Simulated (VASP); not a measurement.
Set up this calculation in VASP 6.6.1, as the native input.

| Quantity | Value |
| --- | --- |
| Task | single point |
| Functional | HSE06 |
| Potentials or basis | VASP PAW PBE potentials, release 64 (S, Pb_d) |
| Cutoff | 400 eV |
| k mesh | 1 × 1 × 1, shifted |
| Occupations | fermi-dirac, width 0.05 eV |
| Spin | no spin polarisation |
| Dipole correction | no |
| Grid for exact exchange (PRECFOCK) | Fast |
| Further INCAR settings | LREAL = Auto; ALGO = Normal; EDIFF = 1e-06; NBANDS = 358; ISYM = -1 |
| Share of exact exchange | 0.25 |
| Screening parameter | 0.2079 1/Å |

PbS:

```
S Pb
1.0
    11.80000    0.00000    0.00000
     0.00000   11.80000    0.00000
     0.00000    0.00000   11.80000
S Pb
32 32
Direct
  0.25000 0.00000 0.00000
  0.25000 0.00000 0.50000
  0.25000 0.50000 0.00000
  0.25000 0.50000 0.50000
  0.75000 0.00000 0.00000
  0.75000 0.00000 0.50000
  0.75000 0.50000 0.00000
  0.75000 0.50000 0.50000
  0.00000 0.25000 0.00000
  0.00000 0.25000 0.50000
  0.00000 0.75000 0.00000
  0.00000 0.75000 0.50000
  0.50000 0.25000 0.00000
  0.50000 0.25000 0.50000
  0.50000 0.75000 0.00000
  0.50000 0.75000 0.50000
  0.00000 0.00000 0.25000
  0.00000 0.00000 0.75000
  0.00000 0.50000 0.25000
  0.00000 0.50000 0.75000
  0.50000 0.00000 0.25000
  0.50000 0.00000 0.75000
  0.50000 0.50000 0.25000
  0.50000 0.50000 0.75000
  0.25000 0.25000 0.25000
  0.25000 0.25000 0.75000
  0.25000 0.75000 0.25000
  0.25000 0.75000 0.75000
  0.75000 0.25000 0.25000
  0.75000 0.25000 0.75000
  0.75000 0.75000 0.25000
  0.75000 0.75000 0.75000
  0.00000 0.00000 0.00000
  0.00000 0.00000 0.50000
  0.00000 0.50000 0.00000
  0.00000 0.50000 0.50000
  0.50000 0.00000 0.00000
  0.50000 0.00000 0.50000
  0.50000 0.50000 0.00000
  0.50000 0.50000 0.50000
  0.25000 0.25000 0.00000
  0.25000 0.25000 0.50000
  0.25000 0.75000 0.00000
  0.25000 0.75000 0.50000
  0.75000 0.25000 0.00000
  0.75000 0.25000 0.50000
  0.75000 0.75000 0.00000
  0.75000 0.75000 0.50000
  0.25000 0.00000 0.25000
  0.25000 0.00000 0.75000
  0.25000 0.50000 0.25000
  0.25000 0.50000 0.75000
  0.75000 0.00000 0.25000
  0.75000 0.00000 0.75000
  0.75000 0.50000 0.25000
  0.75000 0.50000 0.75000
  0.00000 0.25000 0.25000
  0.00000 0.25000 0.75000
  0.00000 0.75000 0.25000
  0.00000 0.75000 0.75000
  0.50000 0.25000 0.25000
  0.50000 0.25000 0.75000
  0.50000 0.75000 0.25000
  0.50000 0.75000 0.75000
```

These files were run (other wordings do the same):

POSCAR

```
PbS
1.0
   11.8000000000      0.0000000000      0.0000000000
    0.0000000000     11.8000000000      0.0000000000
    0.0000000000      0.0000000000     11.8000000000
S Pb
32 32
Direct
    0.2500000000      0.0000000000      0.0000000000
    0.2500000000      0.0000000000      0.5000000000
    0.2500000000      0.5000000000      0.0000000000
    0.2500000000      0.5000000000      0.5000000000
    0.7500000000      0.0000000000      0.0000000000
    0.7500000000      0.0000000000      0.5000000000
    0.7500000000      0.5000000000      0.0000000000
    0.7500000000      0.5000000000      0.5000000000
    0.0000000000      0.2500000000      0.0000000000
    0.0000000000      0.2500000000      0.5000000000
    0.0000000000      0.7500000000      0.0000000000
    0.0000000000      0.7500000000      0.5000000000
    0.5000000000      0.2500000000      0.0000000000
    0.5000000000      0.2500000000      0.5000000000
    0.5000000000      0.7500000000      0.0000000000
    0.5000000000      0.7500000000      0.5000000000
    0.0000000000      0.0000000000      0.2500000000
    0.0000000000      0.0000000000      0.7500000000
    0.0000000000      0.5000000000      0.2500000000
    0.0000000000      0.5000000000      0.7500000000
    0.5000000000      0.0000000000      0.2500000000
    0.5000000000      0.0000000000      0.7500000000
    0.5000000000      0.5000000000      0.2500000000
    0.5000000000      0.5000000000      0.7500000000
    0.2500000000      0.2500000000      0.2500000000
    0.2500000000      0.2500000000      0.7500000000
    0.2500000000      0.7500000000      0.2500000000
    0.2500000000      0.7500000000      0.7500000000
    0.7500000000      0.2500000000      0.2500000000
    0.7500000000      0.2500000000      0.7500000000
    0.7500000000      0.7500000000      0.2500000000
    0.7500000000      0.7500000000      0.7500000000
    0.0000000000      0.0000000000      0.0000000000
    0.0000000000      0.0000000000      0.5000000000
    0.0000000000      0.5000000000      0.0000000000
    0.0000000000      0.5000000000      0.5000000000
    0.5000000000      0.0000000000      0.0000000000
    0.5000000000      0.0000000000      0.5000000000
    0.5000000000      0.5000000000      0.0000000000
    0.5000000000      0.5000000000      0.5000000000
    0.2500000000      0.2500000000      0.0000000000
    0.2500000000      0.2500000000      0.5000000000
    0.2500000000      0.7500000000      0.0000000000
    0.2500000000      0.7500000000      0.5000000000
    0.7500000000      0.2500000000      0.0000000000
    0.7500000000      0.2500000000      0.5000000000
    0.7500000000      0.7500000000      0.0000000000
    0.7500000000      0.7500000000      0.5000000000
    0.2500000000      0.0000000000      0.2500000000
    0.2500000000      0.0000000000      0.7500000000
    0.2500000000      0.5000000000      0.2500000000
    0.2500000000      0.5000000000      0.7500000000
    0.7500000000      0.0000000000      0.2500000000
    0.7500000000      0.0000000000      0.7500000000
    0.7500000000      0.5000000000      0.2500000000
    0.7500000000      0.5000000000      0.7500000000
    0.0000000000      0.2500000000      0.2500000000
    0.0000000000      0.2500000000      0.7500000000
    0.0000000000      0.7500000000      0.2500000000
    0.0000000000      0.7500000000      0.7500000000
    0.5000000000      0.2500000000      0.2500000000
    0.5000000000      0.2500000000      0.7500000000
    0.5000000000      0.7500000000      0.2500000000
    0.5000000000      0.7500000000      0.7500000000
```

INCAR.step1

```
ALGO = Normal ; EDIFF = 1E-5
ENCUT = 400 ; GGA = PE
GGA_COMPAT = F ; ISIF = 2
ISMEAR = -1 ; ISYM = -1
KPAR = 1 ; LASPH = T
LCHARG = F ; LREAL = Auto
LWAVE = T ; NBANDS = 358
NELM = 120 ; PREC = Accurate
SIGMA = 0.05
```

INCAR.step2

```
ALGO = Normal ; EDIFF = 1E-6
ENCUT = 400 ; GGA = PE
GGA_COMPAT = F ; HFSCREEN = 0.2079
ISIF = 2 ; ISMEAR = -1
ISTART = 1 ; ISYM = -1
KPAR = 1 ; LASPH = T
LCHARG = F ; LHFCALC = T
LREAL = Auto ; LWAVE = F
NBANDS = 358 ; NELM = 120
PREC = Accurate ; PRECFOCK = Fast
SIGMA = 0.05
```

KPOINTS

```
explicit points
1
Reciprocal
  0.25000000   0.25000000   0.25000000 1
```

Potentials or basis: VASP PAW PBE potentials, release 64 (S, Pb_d).

Command:

```bash
$ cat potpaw_PBE.64/S/POTCAR potpaw_PBE.64/Pb_d/POTCAR > POTCAR
$ cp INCAR.step1 INCAR
$ mpirun -np 8 vasp_std > vasp.out
$ cp INCAR.step2 INCAR
$ mpirun -np 8 vasp_std > vasp.out
```

Results of the run:

```json
{"Pressure": "1.7 GPa", "Band gap on the k mesh": "2.21 eV"}
```

Caveat: the PAW data sets were made with another functional, which shifts forces and pressure a little; spin-orbit coupling is left out, which moves the levels of the heavy elements; a shifted mesh leaves out Γ, where band edges can lie.

Run time: 19 min on 8 MPI ranks on Intel(R) Xeon(R) Platinum 8375C CPU @ 2.90GHz (Ice Lake), on a shared host, peak memory 0.77 GiB a rank.
